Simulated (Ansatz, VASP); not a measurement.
One calculation of Os2Rh, two programs

Contents of INCAR:

```
PREC = Accurate ; ENCUT = 600
EDIFF = 1E-6 ; ISMEAR = 0
SIGMA = 0.1 ; LREAL = F
LASPH = T ; NELM = 60
ALGO = Fast ; ISIF = 3
LWAVE = F ; LCHARG = F
GGA = PE ; IBRION = 2
NSW = 100 ; EDIFFG = -0.01
```

KPOINTS

```
Automatic mesh
0
Gamma
  10 10 10
```

POSCAR

```
Os2Rh
1.0
    0.0000000000      3.5941311570      3.5941311570
    3.5941311570      0.0000000000      3.5941311570
    3.5941311570      3.5941311570      0.0000000000
Os Rh
4 2
Direct
    0.1250000000      0.1250000000      0.1250000000
    0.6250000000      0.1250000000      0.1250000000
    0.1250000000      0.1250000000      0.6250000000
    0.1250000000      0.6250000000      0.1250000000
    0.5000000000      0.5000000000      0.5000000000
    0.7500000000      0.7500000000      0.7500000000
```

Input for Ansatz:

```yaml
crystal:
  lattice:
    - [0.0, 3.594131157, 3.594131157]
    - [3.594131157, 0.0, 3.594131157]
    - [3.594131157, 3.594131157, 0.0]
  atoms:
    - { symbol: Os, position: [0.125, 0.125, 0.125] }
    - { symbol: Os, position: [0.625, 0.125, 0.125] }
    - { symbol: Os, position: [0.125, 0.125, 0.625] }
    - { symbol: Os, position: [0.125, 0.625, 0.125] }
    - { symbol: Rh, position: [0.5, 0.5, 0.5] }
    - { symbol: Rh, position: [0.75, 0.75, 0.75] }
basis:
  ecutwfc: 420
kpoints:
  mp_grid: { grid: [10, 10, 10] }
hamiltonian:
  xc: pbe
scf:
  occupations: { method: gaussian, width: 0.1 }
output:
  forces: true
  stress: true
  eigenvalues: true
relax:
  adjacent_minimum: "off"
  f_tol: 0.01
  max_steps: 80
  cell: { stress_tol: 0.05 }
```

Alike in both runs: task relaxation of cell and atoms; functional PBE; k mesh 10 × 10 × 10; occupations gaussian, width 0.1 eV; no spin polarisation.

|  | VASP | Ansatz |
| --- | --- | --- |
| version | VASP 6.6.1 | Ansatz 0.2.0 |
| potentials or method | VASP PAW PBE potentials, release 64 (Os, Rh_pv), cutoff 600 eV | scalar-relativistic, plane waves, PAW |
| valence electrons in the cell | 62 | 98 |

```tsv
	VASP	Ansatz	Ansatz less VASP
gap on the k mesh at the Fermi level, each at its own relaxed structure (eV)	none	none	-
relaxed volume (Å³/atom)	15.52	15.52	-0.004
relaxed length of the cell vector where the two differ most in proportion (Å)	5.088	5.087	-0.0004
```

A gap of «none» marks a metal or a gap that the smearing closes. VASP's potentials hold 62 valence electrons a cell and Ansatz's 98, so a difference there can come from the potentials and not from the codes.

Spin-orbit coupling is off throughout.
